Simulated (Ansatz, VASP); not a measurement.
Two plane-wave programs on Al3InAs4

```xyz
8
Lattice="-4.1434 0.0001 -0.0002 -0.0002 4.1453 5.7843 -0.0001 4.1472 -5.7838" Properties=species:S:1:pos:R:3 pbc="T T T"
Al    0.0001    4.1471   -5.7743
Al   -2.0718    2.0858    2.8926
Al   -2.0717    6.2059    2.8927
In   -0.0005    4.1460    0.0021
As    0.0000    6.3027    1.5113
As   -2.0722    4.1466   -1.5937
As    0.0000    1.9892    1.5113
As   -2.0717    4.1458    4.3437
```

Change from the starting cell: cell x1, atoms moved at random (sigma 0.1 Å) and cell strained at random (1.5 %), then relaxed without symmetry.

Alike in both runs: functional PBE; k mesh 4 × 2 × 2; occupations gaussian, width 0.1 eV; no spin polarisation.

Ansatz relaxed the structure, and its values are those at the end. VASP's run is a single point on that final structure, the one shown.

|  | VASP | Ansatz |
| --- | --- | --- |
| version | VASP 6.6.1 | Ansatz 0.2.0 |
| potentials or method | VASP PAW PBE potentials, release 64 (Al, In_d, As), cutoff 520 eV | scalar-relativistic, plane waves, PAW |
| valence electrons in the cell | 42 | 82 |

Ansatz gave:

| Quantity | Value |
| --- | --- |
| gap on the k mesh at the Fermi level (eV) | 0.99 |
| least direct gap on the mesh (eV) | 0.99 |
| pressure (GPa) | 0.0 |
| rms of the force components (eV/Å) | 0.004 |

Q: What did VASP give for the same quantities?

A: gap on the k mesh at the Fermi level (eV): 0.99; least direct gap on the mesh (eV): 0.99; pressure (GPa): 0.1; rms of the force components (eV/Å): 0.005.

VASP's potentials hold 42 valence electrons a cell and Ansatz's 82, so a difference there can come from the potentials and not from the codes.

The k mesh is coarse, so the values compare programs but aren't converged.
